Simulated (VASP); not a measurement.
# HgTe: single point with PBE

Crystal: HgTe.

```
Hg Te
1.0
     0.00000    3.21450    3.21450
     3.21450    0.00000    3.21450
     3.21450    3.21450    0.00000
Hg Te
1 1
Direct
  0.00000 0.00000 0.00000
  0.75000 0.75000 0.75000
```

- Program: VASP 6.6.1
- Task: single point
- Functional: PBE
- Potentials or basis: VASP PAW PBE potentials, release 64 (Hg, Te)
- Cutoff: 500 eV
- k mesh: 4 × 4 × 4
- Occupations: fermi-dirac, width 0.06 eV
- Spin: no spin polarisation

The pressure is 5.1 GPa and the band gap on the k mesh is zero (filled and empty bands touch).

Levels at points of the mesh, in eV from the Fermi level:
```
           k point  band 7  band 8  band 9  band 10  band 11  band 12
(0.00, 0.00, 0.00)   -0.74   -0.04   -0.04    -0.04     4.14     4.14
(0.50, 0.00, 0.00)   -5.65   -1.06   -1.06     0.65     4.96     4.96
(0.50, 0.50, 0.00)   -5.59   -2.39   -2.39     1.84     2.39     8.25
```

Run time: 8.5 s on 1 thread of Intel(R) Xeon(R) 6975P-C (Granite Rapids) (shared host), peak memory 0.19 GiB.

Caveat: the k points lie up to 0.42 Å⁻¹ apart; semilocal functionals underestimate gaps, and a narrow one can read as zero; spin-orbit coupling is left out, which moves the levels of the heavy elements.
